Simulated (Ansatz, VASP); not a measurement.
# AgCl: VASP beside Ansatz

```
CELL_PARAMETERS angstrom
3.53000 0.00000 0.00000
0.00000 4.01100 0.00000
-0.97255 0.00000 5.15201
ATOMIC_POSITIONS crystal
Ag 0.15700 0.25000 0.21000
Ag 0.84300 0.75000 0.79000
Cl 0.30800 0.25000 0.70500
Cl 0.69200 0.75000 0.29500
```

Alike in both runs: task single point; functional PBEsol; k mesh 4 × 4 × 2; no spin polarisation.

|  | VASP | Ansatz |
| --- | --- | --- |
| version | VASP 6.6.1 | Ansatz 0.2.0 |
| potentials or method | VASP PAW PBE potentials, release 64 (Ag, Cl), cutoff 520 eV | plane waves, PAW |
| occupations | gaussian, width 0.01 eV | fixed |
| valence electrons in the cell | 36 | 52 |

|  | VASP | Ansatz | Ansatz less VASP |
| --- | --- | --- | --- |
| pressure (GPa) | 4.6 | 4.7 | +0.11 |
| traceless stress, the component that is largest in VASP (GPa) | -0.65 | -0.65 | +0.002 |

VASP's potentials were made for PBE, not for PBEsol. VASP's potentials hold 36 valence electrons a cell and Ansatz's 52, so a difference there can come from the potentials and not from the codes.

The k mesh is coarse, so the values compare programs but aren't converged.
